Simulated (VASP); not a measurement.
# CdSe4 (P1) in VASP: relaxation of cell and atoms with PBE

Aim: the relaxation of cell and atoms of CdSe4 with PBE.

Everything below comes from runs of VASP 6.6.1. Logs are shortened: lines on timing, memory, paths and dates and some standing lists are left out, and cuts for length are marked.

### 1 The cell of the first run

The typed cell holds 10 atoms: a = 5.577 Å, b = 6.587 Å, c = 8.963 Å, α = 73.17°, β = 90.45°, γ = 89.85°.

### 2 Relaxation of cell and atoms, PBE

Contents of INCAR:

```
PREC     = Accurate       # precision mode
ENCUT    = 600            # plane-wave cutoff, eV
EDIFF    = 1E-7           # SCF threshold, eV
ISMEAR   = 0              # smearing method
SIGMA    = 0.1            # smearing width, eV
LREAL    = False          # projectors in reciprocal space
LASPH    = True           # aspherical terms in the spheres
NELM     = 80             # most SCF steps
ALGO     = Normal         # electronic algorithm
ISIF     = 3              # what is computed and relaxed
LWAVE    = False          # write WAVECAR
LCHARG   = False          # write CHGCAR
GGA      = PE             # functional
IBRION   = 2              # ionic algorithm
NSW      = 80             # ionic steps
EDIFFG   = -0.025         # ionic threshold
```

Contents of KPOINTS:

```
Automatic mesh
0
Gamma
  4 2 2
```

Contents of POSCAR:

```
CdSe4
1.0
    5.5765689862     -0.0072636874     -0.0407361995
    0.0260724995      6.5868883676     -0.0356508192
   -0.0044776919      2.6411473260      8.5654824997
Cd Se
2 8
Direct
    0.6098977246     -0.0078449523      0.5274040393
    0.0886152059      0.9572897950      0.9724531819
    0.4554129443      0.6337010244      0.9153136667
    0.5792026167      0.3354359602      0.1370219221
    0.1674551630      0.2208595135      0.1841106141
    0.8181785275      0.7509248178      0.8233434722
    0.8746634350      0.3479244929      0.5777377835
   -0.0179669509      0.6750231765      0.3918423316
    0.6313197549      0.8479559594      0.2965455093
    0.2932215791      0.2387302126      0.6742274794
```

Potentials or basis: VASP PAW PBE potentials, release 64 (Cd, Se).

Started as:

```console
$ cat potpaw_PBE.64/Cd/POTCAR potpaw_PBE.64/Se/POTCAR > POTCAR
$ mpirun -np 1 vasp_std > vasp.out
```

OUTCAR:

```text
PREC = Accurate
   ENCUT = 600
   EDIFF = 1E-7
   ISMEAR = 0
   LREAL = False
   LASPH = True
   NELM = 80
   ISIF = 3
   GGA = PE
   IBRION = 2
   NSW = 80
   EDIFFG = -0.025

 ion  position               nearest neighbor table
   1  0.610  0.992  0.527-   9 2.52   6 2.90   7 2.91  10 2.96
   2  0.089  0.957  0.972-   6 2.63   5 2.95  10 3.01   3 3.10
   3  0.455  0.634  0.915-   6 2.24   4 2.45   2 3.10
   4  0.579  0.335  0.137-   5 2.42   3 2.45
   5  0.167  0.221  0.184-   4 2.42   2 2.95
   6  0.818  0.751  0.823-   3 2.24   2 2.63   1 2.90
   7  0.875  0.348  0.578-   8 2.39  10 2.51   1 2.91
   8  0.982  0.675  0.392-   9 2.29   7 2.39
   9  0.631  0.848  0.297-   8 2.29   1 2.52
  10  0.293  0.239  0.674-   7 2.51   1 2.96   2 3.01

  LATTYP: Found a triclinic cell.
 ALAT       =     8.6421575736
 B/A-ratio  =     2.4433679877
 C/A-ratio  =     2.3835962516
 COS(alpha) =     0.0013722333
 COS(beta)  =     0.4071878786
 COS(gamma) =     0.9100464910

  Lattice vectors:

 A1 = (   5.6026414857,   6.5796246802,  -0.0763870187)
 A2 = (  11.2008052795,  15.8003966864,   8.4127084623)
 A3 = (  11.1881658557,   1.2900663408, -17.2480882176)

Analysis of symmetry for initial positions (statically):
=====================================================================
 Subroutine PRICEL returns:
 Original cell was already a primitive cell.

 Routine SETGRP: Setting up the symmetry group for a
 triclinic supercell.

 Subroutine GETGRP returns: Found  1 space group operations
 (whereof  1 operations were pure point group operations)
 out of a pool of  2 trial point group operations.

The static configuration has the point symmetry C_1 .

Analysis of symmetry for dynamics (positions and initial velocities):
=====================================================================
 Subroutine PRICEL returns:
 Original cell was already a primitive cell.

 Routine SETGRP: Setting up the symmetry group for a
 triclinic supercell.

 Subroutine GETGRP returns: Found  1 space group operations
 (whereof  1 operations were pure point group operations)
 out of a pool of  2 trial point group operations.

The dynamic configuration has the point symmetry C_1 .

 Subroutine INISYM returns: Found  1 space group operations
 (whereof  1 operations are pure point group operations),
 and found     1 'primitive' translations

----------------------------------------------------------------------------------------

                                     Primitive cell
[... 97 lines left out ...]
   NSW    =     80    number of steps for IOM
   IBRION =      2    ionic relax: 0-MD 1-quasi-New 2-CG
   NFREE  =      1    steps in history (QN), initial steepest desc. (CG)
   ISIF   =      3    stress and relaxation
   ISYM   =      2    0-nonsym 1-usesym 2-fastsym
   POTIM  = 0.5000    time-step for ionic-motion
   TEBEG  =    0.0;   TEEND  =   0.0 temperature during run
   PSTRESS=    0.0 pullay stress
   NELECT =      72.0000    total number of electrons
   NUPDOWN=      -1.0000    fix difference up-down
   EMIN   =  10.00;   EMAX   =-10.00  energy-range for DOS
   EFERMI =   0.00;   METHOD = LEGACY
   ISMEAR =     0;   SIGMA  =   0.10  broadening in eV -4-tet -1-fermi 0-gaus
   EFERMI_NEDOS =   21; number of points for ismear=-14 and -15
   IALGO  =     38    algorithm
   IMIX   =      4    mixing-type and parameters
     AMIX     =   0.40;   BMIX     =  1.00
     AMIX_MAG =   1.60;   BMIX_MAG =  1.00
  volume/ion in A,a.u.               =      31.52       212.68
  Fermi-wavevector in a.u.,A,eV,Ry     =   1.000796  1.891230 13.627499  1.001593
  Thomas-Fermi vector in A             =   2.133176
   LORBIT       =      0    0 simple, 1 ext, 2 COOP (PROOUT), +10 PAW based schemes
   GGA     = PE    functional components
   LHFCALC =     F    Hartree Fock is set to
   AEXX    =    0.0000 exact exchange contribution
   IVDW    =     0    specifies the selected vdW correction
   LEPSILON=     F    determine dielectric tensor
   LRPA    =     F    only Hartree local field effects (RPA)
 conjugate gradient relaxation of ions
 non-spin polarized calculation
 Gauss-broadening in eV      SIGMA  =   0.10
  energy-cutoff  :      600.00
  volume of cell :      315.15
 maximum number of plane-waves:     10538
 NGX is ok and might be reduce to    48
   NGX = 23   NGY = 27   NGZ = 35

--------------------------------------- Ionic step        1  -------------------------------------------

 number of electron      71.9999998 magnetization

 Free energy of the ion-electron system (eV)
  ---------------------------------------------------
  ext. energy  EPLUGINS =         0.00000000
  ---------------------------------------------------
  free energy    TOTEN  =       -29.29923186 eV

  energy without entropy =      -29.29860395  energy(sigma->0) =      -29.29891790

------------------------ aborting loop because EDIFF is reached ----------------------------------------

  FORCE on cell =-STRESS in cart. coord.  units (eV):
  Direction    XX          YY          ZZ          XY          YZ          ZX
  --------------------------------------------------------------------------------------
  -------------------------------------------------------------------------------------
  Total        1.0529569     -0.6183334     -0.6313812      1.0060211     -1.4135137     -1.8157219
  in kB        5.3530472     -3.1434981     -3.2098308      5.1144336     -7.1860542     -9.2308099
  external PRESSURE =      -0.3334273 kB  Pullay stress =       0.0000000 kB
[... 113 lines left out ...]
  FREE ENERGIE OF THE ION-ELECTRON SYSTEM (eV)
  ---------------------------------------------------
  free  energy   TOTEN  =       -29.7546520294 eV

  energy  without entropy=      -29.7546508193  energy(sigma->0) =      -29.75465142

[... ionic steps 4 to 41 ...]

--------------------------------------- Ionic step       42  -------------------------------------------

 number of electron      72.0000000 magnetization

------------------------ aborting loop because EDIFF is reached ----------------------------------------
[... 83 lines left out ...]
--------------------------------------- Ionic step       44  -------------------------------------------

 number of electron      72.0000000 magnetization

 Free energy of the ion-electron system (eV)
  ---------------------------------------------------
  ext. energy  EPLUGINS =         0.00000000
  ---------------------------------------------------
  free energy    TOTEN  =       -30.19126294 eV

  energy without entropy =      -30.19126284  energy(sigma->0) =      -30.19126289

 E-fermi :   1.7513     XC(G=0):  -8.2919

 val. band max:        1.4176772893   @ k =  -0.0000   0.5000   0.0000
 cond. band min:       2.0849624165   @ k =   0.0000   0.0000   0.0000
 fundamental gap:      0.6672851272
 Fermi energy:         1.7513255287

 k-point     1 :       0.0000    0.0000    0.0000
  band No.  band energies     occupation
      1     -13.6894      2.00000
      2     -13.4074      2.00000
      3     -12.6105      2.00000
      4     -12.2257      2.00000
      5     -10.6107      2.00000
      6     -10.5517      2.00000
[... 578 lines left out ...]
  FREE ENERGIE OF THE ION-ELECTRON SYSTEM (eV)
  ---------------------------------------------------
  free  energy   TOTEN  =       -30.1912629434 eV

  energy  without entropy=      -30.1912628401  energy(sigma->0) =      -30.19126289

 reached required accuracy - stopping structural energy minimisation
```

Wall time 61 min (1 thread of Intel Xeon 6975P-C (Granite Rapids), shared host); peak memory 0.56 GiB.

Results:

* Free energy: -30.1913 eV
* Relaxed volume: 31.06 Å³/atom
* Relaxed cell: a = 5.516 Å, b = 6.633 Å, c = 8.914 Å, α = 72.25°, β = 90.05°, γ = 89.80°
* Space group after relaxing (to 0.1 Å): P1 (No. 1)
* Energy gained by relaxing: 89.2 meV/atom
* Ionic steps: 44
* Pressure after relaxing: 0.0 GPa
* Largest force after relaxing: 0.021 eV/Å
* Band gap on the k mesh: 0.67 eV (least direct gap 0.76 eV)

Forces in eV/Å, atoms in the order of the input:
```
Cd   0.006 -0.016 -0.008
Cd  -0.019 -0.004  0.001
Se  -0.001  0.001  0.002
Se  -0.005  0.007 -0.001
Se  -0.010 -0.009 -0.011
Se   0.004  0.005 -0.001
Se   0.011  0.005  0.001
Se  -0.005 -0.003  0.002
Se   0.016  0.008  0.011
Se   0.002  0.006  0.005
```

The path:
| step | energy change (eV) | largest force (eV/Å) | pressure (GPa) | volume (Å³) |
| --- | --- | --- | --- | --- |
| 1 | 0.0000 | 1.7541 | -0.03 | 315.15 |
| 3 | -0.4554 | 0.7903 | -1.41 | 314.70 |
| 5 | -0.6076 | 0.8289 | 0.43 | 302.86 |
| 7 | -0.7102 | 0.4990 | 0.32 | 301.02 |
| 9 | -0.7847 | 0.5459 | -0.47 | 307.50 |
| 11 | -0.8286 | 0.3506 | 0.39 | 305.48 |
| 13 | -0.8521 | 0.2417 | 0.01 | 308.21 |
| 15 | -0.8663 | 0.1612 | -0.05 | 309.98 |
| 17 | -0.8705 | 0.1206 | 0.15 | 309.84 |
| 19 | -0.8751 | 0.1089 | -0.13 | 311.90 |
| 21 | -0.8796 | 0.1112 | 0.00 | 311.29 |
| 23 | -0.8826 | 0.1008 | 0.14 | 310.89 |
| 25 | -0.8842 | 0.0810 | -0.06 | 312.00 |
| 27 | -0.8861 | 0.0635 | -0.03 | 311.98 |
| 29 | -0.8874 | 0.0467 | 0.06 | 311.44 |
| 31 | -0.8881 | 0.0663 | -0.07 | 311.99 |
| 33 | -0.8893 | 0.0472 | -0.05 | 311.84 |
| 35 | -0.8899 | 0.0359 | 0.01 | 311.39 |
| 37 | -0.8906 | 0.0340 | 0.00 | 311.15 |
| 39 | -0.8910 | 0.0498 | -0.03 | 311.04 |
| 41 | -0.8914 | 0.0539 | -0.01 | 310.62 |
| 43 | -0.8918 | 0.0309 | 0.04 | 310.39 |
| 44 | -0.8920 | 0.0209 | 0.00 | 310.63 |

Final structure:
```
Cd Se
1.0
     5.51627   -0.00437   -0.02126
     0.02880    6.63282    0.00550
     0.02787    2.71054    8.49198
Cd Se
2 8
Cartesian
  3.2437 1.5591 4.5529
  0.5780 9.1328 8.2000
  2.3690 6.8696 7.8329
  2.9981 2.4725 1.0115
  0.8508 1.6083 1.5288
  4.5279 7.3120 6.9251
  5.0674 3.8135 4.8735
  0.1946 5.4854 3.2102
  3.5713 6.3952 2.7088
  1.7197 3.4040 5.7940
```

Caveat: the k points lie up to 0.50 Å⁻¹ apart in the final cell. A k mesh can miss the band edges.
